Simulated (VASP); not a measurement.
# ZnF2 (P4_2/mnm) in VASP: vibrations by perturbation theory with PBEsol

Aim: the vibrations by perturbation theory of ZnF2 with PBEsol.

All numbers are computed with VASP 6.6.1; they aren't measurements. Logs are shortened: lines on timing, memory, paths and dates and some standing lists are left out, and cuts for length are marked.

### Step 1. The cell of the first run

It takes space group P4_2/mnm (No. 136, tetragonal). Conventional cell: a = 4.748 Å, b = 4.748 Å, c = 3.149 Å, α = 90.00°, β = 90.00°, γ = 90.00°. Zn (site symmetry mmm) has 6 F at 2.05 Å within 2.7 Å. F (site symmetry m2m) has 3 Zn at 2.05 Å and 1 F at 2.62 Å within 2.7 Å.

### Step 2. Vibrations by perturbation theory, PBEsol (11.84 Å³/atom)

File INCAR:

```
PREC     = Accurate       # precision mode
ENCUT    = 600            # plane-wave cutoff, eV
EDIFF    = 1E-8           # SCF threshold, eV
ISMEAR   = 0              # smearing method
SIGMA    = 0.01           # smearing width, eV
LREAL    = F              # projectors in reciprocal space
LASPH    = T              # aspherical terms in the spheres
NELM     = 120            # most SCF steps
ALGO     = Normal         # electronic algorithm
ISIF     = 2              # what is computed and relaxed
LWAVE    = F              # write WAVECAR
LCHARG   = T              # write CHGCAR
GGA      = PS             # functional
IBRION   = 8              # ionic algorithm
NSW      = 1              # ionic steps
GGA_COMPAT= F
```

File KPOINTS:

```
Automatic mesh
0
Gamma
  4 4 6
```

File POSCAR:

```
ZnF2
1.0
    4.7484908218      0.0000000000      0.0000000000
    0.0000000000      4.7484908218      0.0000000000
    0.0000000000      0.0000000000      3.1492696104
Zn F
2 4
Direct
    0.0000000000      0.0000000000      0.0000000000
    0.5000000000      0.5000000000      0.5000000000
    0.3045856570      0.3045856570      0.0000000000
    0.1954143430      0.8045856570      0.5000000000
    0.6954143430      0.6954143430      0.0000000000
    0.8045856570      0.1954143430      0.5000000000
```

Potentials or basis: VASP PAW PBE potentials, release 64 (Zn, F).

Launch:

```console
> cat potpaw_PBE.64/Zn/POTCAR potpaw_PBE.64/F/POTCAR > POTCAR
> mpirun -np 1 vasp_std > vasp.out
```

OUTCAR:

```text
PREC = Accurate
   ENCUT = 600
   EDIFF = 1E-8
   ISMEAR = 0
   LREAL = F
   LASPH = T
   NELM = 120
   ISIF = 2
   GGA = PS
   IBRION = 8
   NSW = 1

 ion  position               nearest neighbor table
   1  0.000  0.000  0.000-   3 2.05   5 2.05   4 2.05   6 2.05   4 2.05   6 2.05
   2  0.500  0.500  0.500-   4 2.05   6 2.05   5 2.05   3 2.05   3 2.05   5 2.05
   3  0.305  0.305  0.000-   1 2.05   2 2.05   2 2.05
   4  0.195  0.805  0.500-   2 2.05   1 2.05   1 2.05
   5  0.695  0.695  0.000-   1 2.05   2 2.05   2 2.05
   6  0.805  0.195  0.500-   2 2.05   1 2.05   1 2.05

  LATTYP: Found a simple tetragonal cell.
 ALAT       =     4.7484908218
 C/A-ratio  =     0.6632148463

  Lattice vectors:

 A1 = (   4.7484908218,   0.0000000000,   0.0000000000)
 A2 = (   0.0000000000,   4.7484908218,   0.0000000000)
 A3 = (   0.0000000000,   0.0000000000,   3.1492696104)

Analysis of symmetry for initial positions (statically):
=====================================================================
 Subroutine PRICEL returns:
 Original cell was already a primitive cell.

 Routine SETGRP: Setting up the symmetry group for a
 simple tetragonal supercell.

 Subroutine GETGRP returns: Found 16 space group operations
 (whereof  8 operations were pure point group operations)
 out of a pool of 16 trial point group operations.

The static configuration has the point symmetry D_2h.
 The point group associated with its full space group is D_4h.

Analysis of symmetry for dynamics (positions and initial velocities):
=====================================================================
 Subroutine PRICEL returns:
 Original cell was already a primitive cell.

 Routine SETGRP: Setting up the symmetry group for a
 simple tetragonal supercell.

 Subroutine GETGRP returns: Found 16 space group operations
 (whereof  8 operations were pure point group operations)
 out of a pool of 16 trial point group operations.

The dynamic configuration has the point symmetry D_2h.
 The point group associated with its full space group is D_4h.

 Subroutine INISYM returns: Found 16 space group operations
 (whereof  8 operations are pure point group operations),
 and found     1 'primitive' translations

----------------------------------------------------------------------------------------

                                     Primitive cell

  volume of cell :      71.0103

  direct lattice vectors                    reciprocal lattice vectors
[... 984 lines left out ...]
     0.000000000  4.748490822  0.000000000     0.000000000  0.210593226  0.000000000
     0.000000000  0.000000000  3.149269610     0.000000000  0.000000000  0.317533944

 POSITION                                       TOTAL-FORCE (eV/Angst)
 -----------------------------------------------------------------------------------
      0.00000      0.00000      0.00000         0.000000      0.000000      0.000000
      2.37425      2.37425      1.57463         0.000000      0.000000      0.000000
      1.44632      1.44632      0.00000        -0.011025     -0.011025      0.000000
      0.92792      3.82057      1.57463         0.011025     -0.011025      0.000000
      3.30217      3.30217      0.00000         0.011025      0.011025      0.000000
      3.82057      0.92792      1.57463        -0.011025      0.011025      0.000000
 -----------------------------------------------------------------------------------
    total drift:                               -0.000000      0.000000     -0.000000

  FREE ENERGIE OF THE ION-ELECTRON SYSTEM (eV)
  ---------------------------------------------------
  free  energy   TOTEN  =       -24.7179332831 eV

  energy  without entropy=      -24.7179332831  energy(sigma->0) =      -24.71793328

[... ionic steps 2 to 9 ...]

--------------------------------------- Ionic step       10  -------------------------------------------

------------------------ aborting loop because EDIFF is reached ----------------------------------------

[... ionic steps 11 to 11 ...]

--------------------------------------- Ionic step       12  -------------------------------------------

 Free energy of the ion-electron system (eV)
  ---------------------------------------------------
  ---------------------------------------------------
  free energy    TOTEN  =        -0.52687360 eV

  energy without entropy =       -0.52687360

------------------------ aborting loop because EDIFF is reached ----------------------------------------

 INTERNAL STRAIN TENSOR  FOR ION    3  DIRECTION 3   (eV/Angst):
 -----------------------------------------------------------------------------
    -0.00758 -0.02643  1.52788
    -0.02643 -0.00758  1.52788
     1.17707  1.17707  0.00205

 INTERNAL STRAIN TENSOR FOR ION    6 for displacements in x,y,z  (eV/Angst):
          X           Y           Z          XY          YZ          ZX
  --------------------------------------------------------------------------------
  x     1.38280     0.94867     1.71801     0.60362     0.00000     0.00000
  y    -0.94867    -1.38280    -1.71801    -0.60490     0.00000     0.00000
  z     0.00000     0.00000     0.00000     0.00000    -1.17707     1.52788

 SECOND DERIVATIVES (NOT SYMMETRIZED)
 ------------------------------------
               1X          1Y          1Z          2X          2Y          2Z          3X          3Y          3Z          4X          4Y          4Z          5X          5Y          5Z          6X          6Y          6Z
  1X    -9.265118    0.160922    0.000000    3.956730   -0.002069    0.000000    0.973426    1.323444    0.000000    1.680768   -1.402870    0.000000    0.973426    1.323444    0.000000    1.680768   -1.402870    0.000000
  1Y     0.160922   -9.265118    0.000000   -0.002069    3.956730    0.000000    1.323444    0.973426    0.000000   -1.402870    1.680768    0.000000    1.323444    0.973426    0.000000   -1.402870    1.680768    0.000000
  1Z     0.000000    0.000000   -7.662665    0.000000    0.000000    0.069029    0.000000    0.000000    0.028904    0.000000    0.000000    3.767914    0.000000    0.000000    0.028904    0.000000    0.000000    3.767914
  2X     3.956730    0.002069    0.000000   -9.265118   -0.160922    0.000000    1.680768    1.402870    0.000000    0.973426   -1.323444    0.000000    1.680768    1.402870    0.000000    0.973426   -1.323444    0.000000
  2Y     0.002069    3.956730    0.000000   -0.160922   -9.265118    0.000000    1.402870    1.680768    0.000000   -1.323444    0.973426    0.000000    1.402870    1.680768    0.000000   -1.323444    0.973426    0.000000
  2Z     0.000000    0.000000    0.069029    0.000000    0.000000   -7.662665    0.000000    0.000000    3.767914    0.000000    0.000000    0.028904    0.000000    0.000000    3.767914    0.000000    0.000000    0.028904
  3X     0.974861    1.327999    0.000000    1.667140    1.411072    0.000000   -5.973630   -3.842198    0.000000   -0.548140    0.733118    0.000000    1.155833    1.123173    0.000000    2.723935   -0.753163    0.000000
  3Y     1.327999    0.974861    0.000000    1.411072    1.667140    0.000000   -3.842198   -5.973630    0.000000   -0.753163    2.723935    0.000000    1.123173    1.155833    0.000000    0.733118   -0.548140    0.000000
  3Z     0.000000    0.000000    0.005186    0.000000    0.000000    3.758140    0.000000    0.000000   -4.641550    0.000000    0.000000    0.862177    0.000000    0.000000   -0.846130    0.000000    0.000000    0.862177
  4X     1.667140   -1.411072    0.000000    0.974861   -1.327999    0.000000   -0.548140   -0.733118    0.000000   -5.973630    3.842198    0.000000    2.723935    0.753163    0.000000    1.155833   -1.123173    0.000000
  4Y    -1.411072    1.667140    0.000000   -1.327999    0.974861    0.000000    0.753163    2.723935    0.000000    3.842198   -5.973630    0.000000   -0.733118   -0.548140    0.000000   -1.123173    1.155833    0.000000
  4Z     0.000000    0.000000    3.758140    0.000000    0.000000    0.005186    0.000000    0.000000    0.862177    0.000000    0.000000   -4.641550    0.000000    0.000000    0.862177    0.000000    0.000000   -0.846130
  5X     0.974861    1.327999    0.000000    1.667140    1.411072    0.000000    1.155833    1.123173    0.000000    2.723935   -0.753163    0.000000   -5.973630   -3.842198    0.000000   -0.548140    0.733118    0.000000
  5Y     1.327999    0.974861    0.000000    1.411072    1.667140    0.000000    1.123173    1.155833    0.000000    0.733118   -0.548140    0.000000   -3.842198   -5.973630    0.000000   -0.753163    2.723935    0.000000
  5Z     0.000000    0.000000    0.005186    0.000000    0.000000    3.758140    0.000000    0.000000   -0.846130    0.000000    0.000000    0.862177    0.000000    0.000000   -4.641550    0.000000    0.000000    0.862177
  6X     1.667140   -1.411072    0.000000    0.974861   -1.327999    0.000000    2.723935    0.753163    0.000000    1.155833   -1.123173    0.000000   -0.548140   -0.733118    0.000000   -5.973630    3.842198    0.000000
  6Y    -1.411072    1.667140    0.000000   -1.327999    0.974861    0.000000   -0.733118   -0.548140    0.000000   -1.123173    1.155833    0.000000    0.753163    2.723935    0.000000    3.842198   -5.973630    0.000000
  6Z     0.000000    0.000000    3.758140    0.000000    0.000000    0.005186    0.000000    0.000000    0.862177    0.000000    0.000000   -0.846130    0.000000    0.000000    0.862177    0.000000    0.000000   -4.641550

 Eigenvectors and eigenvalues of the dynamical matrix
 ----------------------------------------------------

   1 f  =   14.724408 THz    92.516183 2PiTHz  491.153377 cm-1    60.895230 meV
             X         Y         Z           dx          dy          dz
      0.000000  0.000000  0.000000     0.000000    0.000000   -0.000000
      2.374245  2.374245  1.574635     0.000000   -0.000000    0.000000
      1.446322  1.446322  0.000000     0.353553    0.353553   -0.000000
      0.927923  3.820568  1.574635     0.353553   -0.353553    0.000000
      3.302169  3.302169  0.000000    -0.353553   -0.353553    0.000000
      3.820568  0.927923  1.574635    -0.353553    0.353553   -0.000000
[... 145 lines left out ...]
  18 f/i=    0.018739 THz     0.117739 2PiTHz    0.625059 cm-1     0.077497 meV
             X         Y         Z           dx          dy          dz
      0.000000  0.000000  0.000000    -0.000000   -0.000000   -0.561436
      2.374245  2.374245  1.574635    -0.000000   -0.000000   -0.561436
      1.446322  1.446322  0.000000    -0.000000   -0.000000   -0.303965
      0.927923  3.820568  1.574635    -0.000000   -0.000000   -0.303965
      3.302169  3.302169  0.000000    -0.000000   -0.000000   -0.303965
      3.820568  0.927923  1.574635    -0.000000   -0.000000   -0.303965

--------------------------------------------------------------------------------------------------------

 ELASTIC MODULI CONTR FROM IONIC RELAXATION (kBar)
 Direction    XX          YY          ZZ          XY          YZ          ZX
 --------------------------------------------------------------------------------
 XX         -55.9163    -10.9521    -49.2738     -0.0000     -0.0000     -0.0000
 YY         -10.9521    -55.9163    -49.2738      0.0000      0.0000      0.0000
 ZZ         -49.2738    -49.2738    -72.6176     -0.0000      0.0000     -0.0000
 XY          -0.0000      0.0000     -0.0000     -3.9107     -0.0000     -0.0000
 YZ          -0.0000      0.0000      0.0000     -0.0000    -32.9455     -0.0000
 ZX          -0.0000      0.0000     -0.0000     -0.0000     -0.0000    -55.5099
 --------------------------------------------------------------------------------
```

It took 5.7 min on 1 thread of Intel Xeon Platinum 8488C (Sapphire Rapids), shared host; peak memory 0.44 GiB.

What came out:

| Quantity | Value |
| --- | --- |
| Highest phonon frequency at Γ, LO-TO splitting left out | 491 cm⁻¹ |

Phonon frequencies in cm⁻¹ (negative: imaginary):
| q point | frequencies |
| --- | --- |
| (0.000, 0.000, 0.000) | -1 0 0 74 116 163 163 233 233 234 234 238 292 324 349 366 366 491 |

Caveat: the cell stands under pressure or tension, which shifts response properties; the PAW data sets were made with another functional, which shifts forces and pressure a little.
